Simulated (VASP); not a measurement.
Wanted: the native input for a VASP 6.6.1 run.

```
Task                   : single point
Functional             : PBE
Potentials or basis    : VASP PAW PBE potentials, release 64 (Co)
Cutoff                 : 520 eV
k mesh                 : 26 × 26 × 26
Occupations            : gaussian, width 0.1 eV
Spin                   : collinear spin, ferromagnetic start
Starting moments       : [1.87] μB
Dipole correction      : no
Further INCAR settings : ALGO = Normal; EDIFF = 1e-07; NBANDS = 14
```

The structure of Co lies in POSCAR:

```
Co
1.0
    0.0000000000      1.7609982482      1.7609982482
    1.7609982482      0.0000000000      1.7609982482
    1.7609982482      1.7609982482      0.0000000000
Co
1
Direct
    0.0000000000      0.0000000000      0.0000000000
```

This isn't the form of Co at room conditions, which is hcp.

These files were run (other wordings do the same):

INCAR

```
SYSTEM = Co
ALGO     = Normal         ! electronic algorithm
EDIFF    = 1E-7           ! SCF threshold, eV
ENCUT    = 520            ! plane-wave cutoff, eV
GGA      = PE             ! functional
ISIF     = 2              ! what is computed and relaxed
ISMEAR   = 0              ! smearing method
ISPIN    = 2              ! spin polarisation
LASPH    = .True.         ! aspherical terms in the spheres
LCHARG   = .False.        ! write CHGCAR
LMAXMIX  = 4              ! l up to which the mixer works
LORBIT   = 11             ! projections on sites
LREAL    = .False.        ! projectors in reciprocal space
LWAVE    = .False.        ! write WAVECAR
MAGMOM   = 1.87           ! initial moments
NBANDS   = 14             ! bands
NELM     = 150            ! most SCF steps
PREC     = Accurate       ! precision mode
SIGMA    = 0.1            ! smearing width, eV
```

KPOINTS

```
k-points
0
Gamma
  26 26 26
  0 0 0
```

Potentials or basis: VASP PAW PBE potentials, release 64 (Co).

Launch:

```bash
$ cat potpaw_PBE.64/Co/POTCAR > POTCAR
$ mpirun -np 1 vasp_std > vasp.out
```

It gave:

```yaml
Pressure: -0.7 GPa
Net_moment: 1.65 μB per cell
Site_moments: Co +1.67 μB
Valence_electrons_inside_the_program's_atomic_spheres: Co 8.26
```

It took 6.4 min on 1 thread of Intel Xeon 8259CL, on a shared host, peak memory 0.2 GiB.
